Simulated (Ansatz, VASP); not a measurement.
## LiMg3 in VASP and in Ansatz

```
Li Mg
1.0
     6.23819    0.00000    0.00000
     0.00000    4.41107    0.00000
     0.00000    0.00000   23.79774
Li Mg
3 9
Cartesian
  0.0000 0.0000 8.0000
  3.1191 0.0000 11.1191
  0.0000 0.0000 14.2382
  3.1191 0.0000 8.0000
  1.5595 2.2055 9.5595
  4.6786 2.2055 9.5595
  0.0000 0.0000 11.1191
  4.6786 2.2055 12.6786
  1.5595 2.2055 12.6786
  3.1191 0.0000 14.2382
  1.5595 2.2055 15.7977
  4.6786 2.2055 15.7977
```

Alike in both runs: task single point; functional LDA; k mesh 3 × 4 × 1; occupations fermi-dirac, width 0.3 eV; no spin polarisation.

```csv
,VASP,Ansatz
version,VASP 6.6.1,Ansatz 0.2.0
potentials or method,"VASP PAW LDA potentials, release 64 (Li_sv, Mg), cutoff 520 eV","plane waves, PAW"
valence electrons in the cell,27,99
```

```csv
,VASP,Ansatz,Ansatz less VASP
gap on the k mesh at the Fermi level (eV),none,none,-
rms of the force components (eV/Å),0.053,0.051,-0.0022
```

LDA's correlation is that of Perdew and Zunger in VASP and of Perdew and Wang (1992) in Ansatz. A gap of «none» marks a metal or a gap that the smearing closes. VASP's potentials hold 27 valence electrons a cell and Ansatz's 99, so a difference there can come from the potentials and not from the codes. Ansatz's warnings: xc potential rough in thin density.

Noted on VASP's run: the cutoff is short for stress, so the pressure is rough.
